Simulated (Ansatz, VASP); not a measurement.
# One calculation of TaN, two programs

The input POSCAR:

```
TaN
1.0
    3.0500020400      0.0000000000      0.0000000000
   -1.5250010200      2.6413792500      0.0000000000
    0.0000000000      0.0000000000      4.9400015300
Ta N
2 2
Direct
    0.3333333333      0.6666666667      0.0000000000
    0.6666666667      0.3333333333      0.5000000000
    0.3333333333      0.6666666667      0.3850000000
    0.6666666667      0.3333333333      0.8850000000
```

File INCAR.step1:

```
ALGO     = Normal         # electronic algorithm
EDIFF    = 1E-4           # SCF threshold, eV
ENCUT    = 600            # plane-wave cutoff, eV
GGA      = PE             # functional
ISMEAR   = -1             # smearing method
LASPH    = T              # aspherical terms in the spheres
LCHARG   = F              # write CHGCAR
LREAL    = F              # projectors in reciprocal space
LWAVE    = T              # write WAVECAR
NELM     = 80             # most SCF steps
PREC     = Accurate       # precision mode
SIGMA    = 0.05           # smearing width, eV
```

INCAR.step2

```
ALGO     = Normal         # electronic algorithm
EDIFF    = 1E-7           # SCF threshold, eV
EDIFFG   = -0.01          # ionic threshold
ENCUT    = 600            # plane-wave cutoff, eV
IBRION   = 2              # ionic algorithm
ISIF     = 3              # what is computed and relaxed
ISMEAR   = -1             # smearing method
ISTART   = 1            
LASPH    = T              # aspherical terms in the spheres
LCHARG   = F              # write CHGCAR
LMIXTAU  = T            
LREAL    = F              # projectors in reciprocal space
LWAVE    = F              # write WAVECAR
METAGGA  = R2SCAN         # meta-GGA
NELM     = 80             # most SCF steps
NSW      = 60             # ionic steps
PREC     = Accurate       # precision mode
SIGMA    = 0.05           # smearing width, eV
```

File KPOINTS:

```
k-points
0
Gamma
  10 10 6
```

The input input.yaml:

```yaml
crystal:
  lattice:
    - [3.05000204, 0.0, 0.0]
    - [-1.52500102, 2.64137925, 0.0]
    - [0.0, 0.0, 4.94000153]
  atoms:
    - { symbol: Ta, position: [0.3333333333, 0.6666666667, 0.0] }
    - { symbol: Ta, position: [0.6666666667, 0.3333333333, 0.5] }
    - { symbol: "N", position: [0.3333333333, 0.6666666667, 0.385] }
    - { symbol: "N", position: [0.6666666667, 0.3333333333, 0.885] }
hamiltonian:
  xc: r2scan
  pseudopotentials: { kind: paw }
kpoints:
  mp_grid: { grid: [10, 10, 6] }
scf:
  occupations: { method: fermi_dirac, width: 0.05 }
output:
  forces: true
  stress: true
  eigenvalues: true
relax:
  f_tol: 0.01
  max_steps: 40
  cell: { stress_tol: 0.05 }
```

Alike in both runs: task relaxation of cell and atoms; functional r2SCAN; k mesh 10 × 10 × 6; occupations fermi-dirac, width 0.05 eV; no spin polarisation.

|  | VASP | Ansatz |
| --- | --- | --- |
| version | VASP 6.6.1 | Ansatz 0.2.0 |
| potentials or method | VASP PAW PBE potentials, release 64 (Ta_pv, N) | Ansatz PAW |
| plane-wave cutoff (eV) | 600 | 500 |
| valence electrons in the cell | 32 | 36 |

Ansatz gave:

```
gap on the k mesh at the Fermi level, each at its own relaxed structure (eV) : none
relaxed volume (Å³/atom)                                                     : 12.95
relaxed cell length with the largest relative difference (Å)                 : 3.136
```

Task: What did VASP give for the same quantities?

Result: gap on the k mesh at the Fermi level, each at its own relaxed structure (eV): none; relaxed volume (Å³/atom): 12.99; relaxed cell length with the largest relative difference (Å): 3.144.

VASP's potentials were made for PBE, not for r2SCAN. A gap of «none» marks a metal or a gap that the smearing closes. VASP's potentials hold 32 valence electrons a cell and Ansatz's 36, so a difference there can come from the potentials and not from the codes.

Spin-orbit coupling is off throughout. Noted on VASP's run: the volume moved by over 15 % at a fixed basis, so the end points are rough. Noted on Ansatz's run: the volume moved by over 15 % at a fixed basis, so the end points are rough; the plane-wave basis is chosen anew once the cell has moved, so the energies of steps on either side of that aren't comparable.
